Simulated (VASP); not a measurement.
## Cu: single point with PBE

System: Cu, a slab with vacuum.

```xyz
5
Lattice="2.5680 0.0000 0.0000 -1.2840 2.2240 0.0000 0.0000 0.0000 23.3871" Properties=species:S:1:pos:R:3 pbc="T T T"
Cu    0.0000    1.4826    7.5000
Cu    1.2840    0.7413    9.5968
Cu    0.0000    1.4826   11.6935
Cu    1.2840    0.7413   13.7903
Cu    0.0000    1.4826   15.8871
```

| Property | Result |
| --- | --- |
| Program | VASP 6.6.1 |
| Task | single point |
| Functional | PBE |
| Potentials or basis | VASP PAW PBE potentials, release 64 (Cu) |
| Cutoff | 520 eV |
| k mesh | 15 × 15 × 1 |
| Occupations | gaussian, width 0.01 eV |
| Spin | no spin polarisation |

```json
{"Largest force": "0.075 eV/Å", "Band gap on the k mesh": "zero (an odd number of electrons rules out a gap without spin polarisation)"}
```

Forces in eV/Å, atoms in the order of the input:
```
Cu   0.000  0.000  0.036
Cu   0.000  0.000 -0.075
Cu   0.000  0.000  0.000
Cu   0.000  0.000  0.075
Cu   0.000  0.000 -0.036
```

Levels at points of the mesh, in eV from the Fermi level:
```csv
k point,band 24,band 25,band 26,band 27,band 28,band 29,band 30,band 31,band 32,band 33
"(0.00, 0.00, 0.00)",-1.85,-1.85,-1.63,-1.63,-1.63,-1.63,-0.95,-0.25,4.14,4.63
```

Run time: 5.7 min on 1 thread of Intel Xeon 8259CL, with other jobs on the host, peak memory 0.3 GiB.
